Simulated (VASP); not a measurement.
Input of a VASP 6.6.1 run:

POSCAR

```
MgB2
1.0
    3.0701338869      0.0000000000      0.0000000000
   -1.5350669435      2.6588139391      0.0000000000
    0.0000000000      0.0000000000      3.5072212990
Mg B
1 2
Direct
    0.0000000000      0.0000000000      0.0000000000
    0.3333333333      0.6666666667      0.5000000000
    0.6666666667      0.3333333333      0.5000000000
```

File INCAR.step1:

```
SYSTEM = MgB2
PREC = Accurate
ENCUT = 750
ISMEAR = -1
SIGMA = 0.1
LREAL = .FALSE.
LASPH = .TRUE.
NELM = 120
NBANDS = 15
GGA = PE
ALGO = Normal
EDIFF = 1E-5
LWAVE = .TRUE.
LCHARG = .FALSE.
GGA_COMPAT = .FALSE.
```

INCAR.step2

```
SYSTEM = MgB2
PREC = Accurate
ENCUT = 750
EDIFF = 1E-6
ISMEAR = -1
SIGMA = 0.1
LREAL = .FALSE.
LASPH = .TRUE.
NELM = 120
ALGO = Normal
ISIF = 2
LWAVE = .FALSE.
LCHARG = .FALSE.
METAGGA = R2SCAN
LMIXTAU = .TRUE.
NBANDS = 15
ISTART = 1
GGA_COMPAT = .FALSE.
```

File KPOINTS:

```
regular mesh
0
G
  12 12 8
  0 0 0
```

Potentials or basis: VASP PAW PBE potentials, release 64 (Mg_sv, B).

Command:

```console
$ cat potpaw_PBE.64/Mg_sv/POTCAR potpaw_PBE.64/B/POTCAR > POTCAR
$ cp INCAR.step1 INCAR
$ mpirun -np 1 vasp_std > vasp.out
$ cp INCAR.step2 INCAR
$ mpirun -np 1 vasp_std > vasp.out
```

Q: What does it give for the band gap on the k mesh?

A: Zero (bands 8 and 9 overlap by 4.01 eV).

Q: Estimate the pressure.

A: -0.1 GPa.

Stress tensor (GPa, compression positive):
```
-0.15  0.00  0.00
 0.00 -0.15  0.00
 0.00  0.00 -0.07
```

Caveat: the PAW data sets were made with another functional, which shifts forces and pressure a little.
